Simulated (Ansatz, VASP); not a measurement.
# Li4YbO3: VASP beside Ansatz

INCAR

```
PREC = Accurate ; ENCUT = 600
EDIFF = 1E-6 ; ISMEAR = 0
SIGMA = 0.1 ; LREAL = False
LASPH = True ; NELM = 100
ALGO = Normal ; ISIF = 3
LWAVE = False ; LCHARG = False
GGA = PE ; IBRION = 2
NSW = 100 ; EDIFFG = -0.01
```

Contents of KPOINTS:

```
regular mesh
0
Gamma
  8 8 8
```

The input POSCAR:

```
Li4YbO3
1.0
    4.4950552728      0.0000000000      0.0000000000
    0.0000000000      4.4950552728      0.0000000000
    0.0000000000      0.0000000000      4.4950552728
Li Yb O
4 1 3
Direct
    0.3237847869      0.6762152131      0.6762152131
    0.6762152131      0.6762152131      0.3237847869
    0.6762152131      0.3237847869      0.6762152131
    0.3237847869      0.3237847869      0.3237847869
    0.0000000000      0.0000000000      0.0000000000
    0.0000000000      0.5000000000      0.5000000000
    0.5000000000      0.5000000000      0.0000000000
    0.5000000000      0.0000000000      0.5000000000
```

Input for Ansatz:

```yaml
crystal:
  lattice:
    - [4.4950552728, 0.0, 0.0]
    - [0.0, 4.4950552728, 0.0]
    - [0.0, 0.0, 4.4950552728]
  atoms:
    - { symbol: Li, position: [0.3237847869, 0.6762152131, 0.6762152131] }
    - { symbol: Li, position: [0.6762152131, 0.6762152131, 0.3237847869] }
    - { symbol: Li, position: [0.6762152131, 0.3237847869, 0.6762152131] }
    - { symbol: Li, position: [0.3237847869, 0.3237847869, 0.3237847869] }
    - { symbol: Yb, position: [0.0, 0.0, 0.0] }
    - { symbol: O, position: [0.0, 0.5, 0.5] }
    - { symbol: O, position: [0.5, 0.5, 0.0] }
    - { symbol: O, position: [0.5, 0.0, 0.5] }
basis:
  ecutwfc: 420
kpoints:
  mp_grid: { grid: [8, 8, 8] }
hamiltonian:
  xc: pbe
scf:
  occupations: { method: gaussian, width: 0.1 }
output:
  forces: true
  stress: true
  eigenvalues: true
  write_density: true
  write_potential: true
  elf: true
  volumetric_format: npy
relax:
  adjacent_minimum: "off"
  f_tol: 0.01
  max_steps: 80
  cell: { stress_tol: 0.05 }
```

Change from the starting cell: species swapped into the Cu3AsS4 type (P-43m, No. 215).

Alike in both runs: task relaxation of cell and atoms; functional PBE; k mesh 8 × 8 × 8; occupations gaussian, width 0.1 eV; no spin polarisation.

|  | VASP | Ansatz |
| --- | --- | --- |
| version | VASP 6.6.1 | Ansatz 0.2.0 |
| potentials or method | VASP PAW PBE potentials, release 64 (Li_sv, Yb, O), cutoff 600 eV | scalar-relativistic, plane waves, PAW |
| valence electrons in the cell | 54 | 54 |

|  | VASP | Ansatz | Ansatz less VASP |
| --- | --- | --- | --- |
| gap on the k mesh at the Fermi level, each at its own relaxed structure (eV) | none | none | - |
| relaxed volume (Å³/atom) | 11.35 | 11.38 | +0.031 |
| relaxed cell length with the largest relative difference (Å) | 4.495 | 4.499 | +0.0041 |

A gap of «none» marks a metal or a gap that the smearing closes.

Neither program's run includes spin-orbit coupling. Noted on VASP's run: the cutoff is short for stress, so the pressure is rough.
